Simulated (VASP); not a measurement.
# Be7Tl (Fm-3m) in VASP: density of states with PBE

Aim: the density of states of Be7Tl with PBE.

Program: VASP 6.6.1. These are calculated values, not measurements. Logs are shortened: lines on timing, memory, paths and dates and some standing lists are left out, and cuts for length are marked.

## (1) The cell of the first run

The structure is cubic, space group Fm-3m (No. 225). Conventional cell: a = 7.020 Å, b = 7.020 Å, c = 7.020 Å, α = 90.00°, β = 90.00°, γ = 90.00°. Be (site symmetry mmm) has 10 Be at 2.48 Å and 2 Tl at 2.48 Å within 3.3 Å. Within 3.3 Å of Be (site symmetry m-3m) lie 12 Be at 2.48 Å. Tl (site symmetry m-3m) has 12 Be at 2.48 Å within 3.3 Å.

## (2) Density of states, PBE

POSCAR reads:

```
Be7Tl
1.0
    0.0000000000      3.5100443454      3.5100443454
    3.5100443454      0.0000000000      3.5100443454
    3.5100443454      3.5100443454      0.0000000000
Be Tl
7 1
Direct
    0.0000000000      0.0000000000      0.5000000000
    0.0000000000      0.5000000000      0.0000000000
    0.0000000000      0.5000000000      0.5000000000
    0.5000000000      0.0000000000      0.0000000000
    0.5000000000      0.0000000000      0.5000000000
    0.5000000000      0.5000000000      0.0000000000
    0.5000000000      0.5000000000      0.5000000000
    0.0000000000      0.0000000000      0.0000000000
```

INCAR.step1 reads:

```
PREC = Accurate
ENCUT = 520
EDIFF = 1E-6
ISMEAR = 0
SIGMA = 0.1
LREAL = False
LASPH = True
NELM = 100
ALGO = Normal
ISIF = 2
LWAVE = False
LCHARG = True
GGA = PE
NBANDS = 24
```

KPOINTS.step1 reads:

```
regular mesh
0
Gamma
  10 10 10
```

INCAR.step2 reads:

```
PREC = Accurate
ENCUT = 520
EDIFF = 1E-6
ISMEAR = -5
SIGMA = 0.1
LREAL = False
LASPH = True
NELM = 100
ALGO = Normal
ISIF = 2
LWAVE = False
LCHARG = False
GGA = PE
LORBIT = 11
NEDOS = 2001
ICHARG = 11
```

KPOINTS.step2 reads:

```
regular mesh
0
Gamma
  15 15 15
```

Potentials or basis: VASP PAW PBE potentials, release 64 (Be, Tl_d).

Run with:

```sh
$ cat potpaw_PBE.64/Be/POTCAR potpaw_PBE.64/Tl_d/POTCAR > POTCAR
$ cp INCAR.step1 INCAR
$ cp KPOINTS.step1 KPOINTS
$ mpirun -np 1 vasp_std > vasp.out
$ cp INCAR.step2 INCAR
$ cp KPOINTS.step2 KPOINTS
$ mpirun -np 1 vasp_std > vasp.out
```

OUTCAR:

```text
PREC = Accurate
   ENCUT = 520
   EDIFF = 1E-6
   ISMEAR = -5
   LREAL = False
   LASPH = True
   NELM = 100
   ISIF = 2
   GGA = PE
   LORBIT = 11
   ICHARG = 11

 ion  position               nearest neighbor table
   1  0.000  0.000  0.500-   8 2.48   8 2.48
   2  0.000  0.500  0.000-   8 2.48   8 2.48
   3  0.000  0.500  0.500-   8 2.48   8 2.48
   4  0.500  0.000  0.000-   8 2.48   8 2.48
   5  0.500  0.000  0.500-   8 2.48   8 2.48
   6  0.500  0.500  0.000-   8 2.48   8 2.48
   7  0.500  0.500  0.500-
   8  0.000  0.000  0.000-   1 2.48   2 2.48   4 2.48   1 2.48   3 2.48   5 2.48   2 2.48   3 2.48
                             6 2.48   4 2.48   5 2.48   6 2.48

  LATTYP: Found a face centered cubic cell.
 ALAT       =     7.0200886908

  Lattice vectors:

 A1 = (   0.0000000000,   3.5100443454,   3.5100443454)
 A2 = (   3.5100443454,   0.0000000000,   3.5100443454)
 A3 = (   3.5100443454,   3.5100443454,   0.0000000000)

Analysis of symmetry for initial positions (statically):
=====================================================================
 Subroutine PRICEL returns:
 Original cell was already a primitive cell.

 Routine SETGRP: Setting up the symmetry group for a
 face centered cubic supercell.

 Subroutine GETGRP returns: Found 48 space group operations
 (whereof 48 operations were pure point group operations)
 out of a pool of 48 trial point group operations.

The static configuration has the point symmetry O_h .

Analysis of symmetry for dynamics (positions and initial velocities):
=====================================================================
 Subroutine PRICEL returns:
 Original cell was already a primitive cell.

 Routine SETGRP: Setting up the symmetry group for a
 face centered cubic supercell.

 Subroutine GETGRP returns: Found 48 space group operations
 (whereof 48 operations were pure point group operations)
 out of a pool of 48 trial point group operations.

The dynamic configuration has the point symmetry O_h .

 Subroutine INISYM returns: Found 48 space group operations
 (whereof 48 operations are pure point group operations),
 and found     1 'primitive' translations

----------------------------------------------------------------------------------------

                                     Primitive cell

  volume of cell :      86.4904

  direct lattice vectors                    reciprocal lattice vectors
     0.000000000  3.510044345  3.510044345    -0.142448343  0.142448343  0.142448343
     3.510044345  0.000000000  3.510044345     0.142448343 -0.142448343  0.142448343
     3.510044345  3.510044345  0.000000000     0.142448343  0.142448343 -0.142448343

  length of vectors
     4.963952318  4.963952318  4.963952318     0.246727767  0.246727767  0.246727767

  position of ions in fractional coordinates (direct lattice)
     0.000000000  0.000000000  0.500000000
     0.000000000  0.500000000  0.000000000
     0.000000000  0.500000000  0.500000000
     0.500000000  0.000000000  0.000000000
     0.500000000  0.000000000  0.500000000
     0.500000000  0.500000000  0.000000000
     0.500000000  0.500000000  0.500000000
     0.000000000  0.000000000  0.000000000

  ion indices of the primitive-cell ions
   primitive index   ion index
                 1           1
                 2           2
                 3           3
                 4           4
                 5           5
                 6           6
                 7           7
                 8           8

----------------------------------------------------------------------------------------

 KPOINTS: regular mesh

Automatic generation of k-mesh.
 Grid dimensions read from file:
 generate k-points for:   15   15   15

 Generating k-lattice:

  Cartesian coordinates                     Fractional coordinates (reciprocal lattice)
    -0.009496556  0.009496556  0.009496556     0.066666667  0.000000000  0.000000000
     0.009496556 -0.009496556  0.009496556     0.000000000  0.066666667  0.000000000
     0.009496556  0.009496556 -0.009496556     0.000000000  0.000000000  0.066666667

  Length of vectors
     0.016448518  0.016448518  0.016448518

  Shift w.r.t. Gamma in fractional coordinates (k-lattice)
     0.000000000  0.000000000  0.000000000

 TETIRR: Found    484 inequivalent tetrahedra from    20250

 Subroutine IBZKPT returns following result:
 ===========================================

 Found    120 irreducible k-points:

 Following reciprocal coordinates:
            Coordinates               Weight
  0.000000  0.000000  0.000000      1.000000
  0.066667  0.000000  0.000000      8.000000
  0.133333  0.000000  0.000000      8.000000
  0.200000  0.000000  0.000000      8.000000
  0.266667  0.000000  0.000000      8.000000
  0.333333  0.000000  0.000000      8.000000
[... 16 lines left out ...]
  0.133333  0.133333  0.000000      6.000000
  0.200000  0.133333  0.000000     24.000000
 [... further k-points ...]
   k-points           NKPTS =    120   k-points in BZ     NKDIM =    120   number of bands    NBANDS=     18
   number of dos      NEDOS =   2001   number of ions     NIONS =      8
   total plane-waves  NPLWV =  64000
   dimension x,y,z NGX =    40 NGY =   40 NGZ =   40
   dimension x,y,z NGXF=    80 NGYF=   80 NGZF=   80
   ions per type =               7   1
   NGX,Y,Z   is equivalent  to a cutoff of  13.40, 13.40, 13.40 a.u.
   NGXF,Y,Z  is equivalent  to a cutoff of  26.79, 26.79, 26.79 a.u.
 SYSTEM =  unknown system
   PREC   = accura    normal or accurate (medium, high low for compatibility)
   ISTART =      0    job   : 0-new  1-cont  2-samecut
   ICHARG =     11    charge: 1-file 2-atom 10-const
   ISPIN  =      1    spin polarized calculation?
   LNONCOLLINEAR =      F non collinear calculations
   LSORBIT =      F    spin-orbit coupling
   LASPH  =      T    aspherical Exc in radial PAW
   ENCUT  =  520.0 eV  38.22 Ry    6.18 a.u.   9.23  9.23  9.23*2*pi/ulx,y,z
   NELM   =    100;   NELMIN=  2; NELMDL=  0     # of ELM steps
   EDIFF  = 0.1E-05   stopping-criterion for ELM
   LREAL  =      F    real-space projection
   EDIFFG = 0.1E-04   stopping-criterion for IOM
   NSW    =      0    number of steps for IOM
   IBRION =     -1    ionic relax: 0-MD 1-quasi-New 2-CG
   NFREE  =      0    steps in history (QN), initial steepest desc. (CG)
   ISIF   =      2    stress and relaxation
   ISYM   =      2    0-nonsym 1-usesym 2-fastsym
   POTIM  = 0.5000    time-step for ionic-motion
   TEBEG  =    0.0;   TEEND  =   0.0 temperature during run
   PSTRESS=    0.0 pullay stress
   NELECT =      27.0000    total number of electrons
   NUPDOWN=      -1.0000    fix difference up-down
   EMIN   =  10.00;   EMAX   =-10.00  energy-range for DOS
   EFERMI =   0.00;   METHOD = LEGACY
   ISMEAR =    -5;   SIGMA  =   0.10  broadening in eV -4-tet -1-fermi 0-gaus
   EFERMI_NEDOS =   21; number of points for ismear=-14 and -15
   IALGO  =     38    algorithm
   IMIX   =      4    mixing-type and parameters
     AMIX     =   0.40;   BMIX     =  1.00
     AMIX_MAG =   1.60;   BMIX_MAG =  1.00
  volume/ion in A,a.u.               =      10.81        72.96
  Fermi-wavevector in a.u.,A,eV,Ry     =   1.110555  2.098645 16.780512  1.233333
  Thomas-Fermi vector in A             =   2.247108
   LORBIT       =     11    0 simple, 1 ext, 2 COOP (PROOUT), +10 PAW based schemes
   GGA     = PE    functional components
   LHFCALC =     F    Hartree Fock is set to
   AEXX    =    0.0000 exact exchange contribution
   IVDW    =     0    specifies the selected vdW correction
   LEPSILON=     F    determine dielectric tensor
   LRPA    =     F    only Hartree local field effects (RPA)
 non-spin polarized calculation
 Fermi weights with tetrahedron method with Bloechl corrections
  energy-cutoff  :      520.00
  volume of cell :       86.49
 maximum number of plane-waves:      2357
 NGX is ok and might be reduce to    40

 number of electron      26.9999999 magnetization

 Free energy of the ion-electron system (eV)
  ---------------------------------------------------
  ext. energy  EPLUGINS =         0.00000000
  ---------------------------------------------------
  free energy    TOTEN  =       -23.75229776 eV

  energy without entropy =      -23.75229776  energy(sigma->0) =      -23.75229776

 E-fermi :   7.2857     XC(G=0): -10.5168

 val. band max:        7.3150378055   @ k =  -0.4667   0.4000   0.0667
 cond. band min:       7.2232685524   @ k =  -0.3333   0.3333   0.0000
 fundamental gap:     -0.0917692530
 Fermi energy:         7.2856722769

 k-point     1 :       0.0000    0.0000    0.0000
  band No.  band energies     occupation
      1      -5.8624      2.00000
      2      -5.8624      2.00000
      3      -5.8624      2.00000
      4      -5.7210      2.00000
      5      -5.7210      2.00000
      6      -4.5547      2.00000
[... 10 lines left out ...]
     17       6.9812      2.00000
     18       9.5693      0.00000

 k-point     2 :       0.0667    0.0000    0.0000
  band No.  band energies     occupation
      1      -5.8653      2.00000
      2      -5.8626      2.00000
      3      -5.8626      2.00000
      4      -5.7228      2.00000
      5      -5.7228      2.00000
      6      -4.5240      2.00000
[... 10 lines left out ...]
     17       7.1942      1.34549
     18       9.7038      0.00000
[... 442 lines left out ...]
 k-point    24 :       0.2000    0.1333    0.0000
  band No.  band energies     occupation
      1      -5.8827      2.00000
      2      -5.8654      2.00000
      3      -5.8653      2.00000
      4      -5.7452      2.00000
      5      -5.7264      2.00000
      6      -4.2801      2.00000
[... 10 lines left out ...]
     17       8.1665      0.00000
     18      10.0069      0.00000

 [... further k-points ...]

------------------------ aborting loop because EDIFF is reached ----------------------------------------

  FORCE on cell =-STRESS in cart. coord.  units (eV):
  Direction    XX          YY          ZZ          XY          YZ          ZX
  --------------------------------------------------------------------------------------
  -------------------------------------------------------------------------------------
  Total       -0.0917983     -0.0917983     -0.0917983      0.0000000      0.0000000     -0.0000000
  in kB       -1.7005033     -1.7005033     -1.7005033      0.0000000      0.0000000     -0.0000000
  external PRESSURE =      -1.7005033 kB  Pullay stress =       0.0000000 kB

 VOLUME and BASIS-vectors are now :
 -----------------------------------------------------------------------------
  energy-cutoff  :      520.00
  volume of cell :       86.49
      direct lattice vectors                 reciprocal lattice vectors
     0.000000000  3.510044345  3.510044345    -0.142448343  0.142448343  0.142448343
     3.510044345  0.000000000  3.510044345     0.142448343 -0.142448343  0.142448343
     3.510044345  3.510044345  0.000000000     0.142448343  0.142448343 -0.142448343

 POSITION                                       TOTAL-FORCE (eV/Angst)
 -----------------------------------------------------------------------------------
      1.75502      1.75502      0.00000         0.000000     -0.000000      0.000000
      1.75502      0.00000      1.75502        -0.000000      0.000000      0.000000
      3.51004      1.75502      1.75502        -0.000000     -0.000000     -0.000000
      0.00000      1.75502      1.75502         0.000000     -0.000000      0.000000
      1.75502      3.51004      1.75502        -0.000000      0.000000     -0.000000
      1.75502      1.75502      3.51004        -0.000000     -0.000000      0.000000
      3.51004      3.51004      3.51004         0.000000      0.000000      0.000000
      0.00000      0.00000      0.00000         0.000000      0.000000      0.000000
 -----------------------------------------------------------------------------------
    total drift:                                0.000000     -0.000000     -0.000000

  FREE ENERGIE OF THE ION-ELECTRON SYSTEM (eV)
  ---------------------------------------------------
  free  energy   TOTEN  =       -23.7522977648 eV

  energy  without entropy=      -23.7522977648  energy(sigma->0) =      -23.75229776

 total charge

# of ion       s       p       d       tot
------------------------------------------
    1        0.361   0.588   0.000   0.949
    2        0.361   0.588   0.000   0.949
    3        0.361   0.588   0.000   0.949
    4        0.361   0.588   0.000   0.949
    5        0.361   0.588   0.000   0.949
    6        0.361   0.588   0.000   0.949
    7        0.375   0.563   0.000   0.938
    8        1.062   1.069   9.629  11.761
--------------------------------------------------
tot          3.604   5.158   9.629  18.391
```

Run time: 3.3 min. Hardware: 1 thread of Intel Xeon Platinum 8488C (Sapphire Rapids), shared host; peak memory 0.34 GiB.

What came out:

```
Valence electrons inside the program's atomic spheres : Be 0.95, 0.94; Tl 11.76
```

Caveat: spin-orbit coupling is left out, which moves the levels of the heavy elements; tetrahedron occupations give inexact forces and stress in metals.
